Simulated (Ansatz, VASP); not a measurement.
**Two plane-wave programs on Mo4C**

File INCAR:

```
SYSTEM = Mo4C
PREC     = Accurate       ! precision mode
ENCUT    = 520            ! plane-wave cutoff, eV
EDIFF    = 1E-6           ! SCF threshold, eV
ISMEAR   = 0              ! smearing method
SIGMA    = 0.1            ! smearing width, eV
LREAL    = .FALSE.        ! projectors in reciprocal space
LASPH    = .TRUE.         ! aspherical terms in the spheres
NELM     = 100            ! most SCF steps
ALGO     = Normal         ! electronic algorithm
ISIF     = 2              ! what is computed and relaxed
LWAVE    = .FALSE.        ! write WAVECAR
LCHARG   = .FALSE.        ! write CHGCAR
LDIPOL   = .TRUE.       
IDIPOL   = 3            
DIPOL    = 0.5 0.5 0.351
GGA      = CA             ! functional
NBANDS   = 38             ! bands
```

Contents of KPOINTS:

```
Automatic mesh
0
G
  9 9 1
  0 0 0
```

File POSCAR:

```
Mo4C
1.0
    3.1111816891      0.0000000000      0.0000000000
    0.0000000000      3.1111816891      0.0000000000
    0.0000000000      0.0000000000     21.5098172784
Mo C
4 1
Direct
    0.5000000000      0.5000000000      0.1859615983
    0.0000000000      0.0000000000      0.2582816382
    0.5000000000      0.5000000000      0.3325055024
    0.0000000000      0.0000000000      0.3956248056
    0.2500000000      0.2500000000      0.5839109238
```

Input for Ansatz:

```yaml
crystal:
  lattice:
    - [3.1111816891, 0.0, 0.0]
    - [0.0, 3.1111816891, 0.0]
    - [0.0, 0.0, 21.5098172784]
  atoms:
    - { symbol: Mo, position: [0.5, 0.5, 0.1859615983] }
    - { symbol: Mo, position: [0.0, 0.0, 0.2582816382] }
    - { symbol: Mo, position: [0.5, 0.5, 0.3325055024] }
    - { symbol: Mo, position: [0.0, 0.0, 0.3956248056] }
    - { symbol: C, position: [0.25, 0.25, 0.5839109238] }
basis:
  ecutwfc: 420
kpoints:
  mp_grid: { grid: [9, 9, 1] }
hamiltonian:
  xc: lda
scf:
  occupations: { method: gaussian, width: 0.1 }
output:
  forces: true
  eigenvalues: true
efield:
  axis: 3
  dipole_correction: true
  ramp_width: 0.04
```

Alike in both runs: task single point; functional LDA; k mesh 9 × 9 × 1; occupations gaussian, width 0.1 eV; no spin polarisation.

```csv
,VASP,Ansatz
version,VASP 6.6.1,Ansatz 0.2.0
potentials or method,"VASP PAW LDA potentials, release 64 (Mo_sv, C), cutoff 520 eV","scalar-relativistic, plane waves, PAW"
valence electrons in the cell,60,60
```

Ansatz gave:

```
gap on the k mesh at the Fermi level (eV) : none
rms of the force components (eV/Å)        : 0.671
```

Task: Estimate VASP's values.

Result: gap on the k mesh at the Fermi level (eV): none; rms of the force components (eV/Å): 0.667.

LDA's correlation is that of Perdew and Zunger in VASP and of Perdew and Wang (1992) in Ansatz. Atom by atom the forces differ by 0.030 eV/Å (rms over components). A gap of «none» marks a metal or a gap that the smearing closes. Ansatz's warnings: vacuum density over bound.
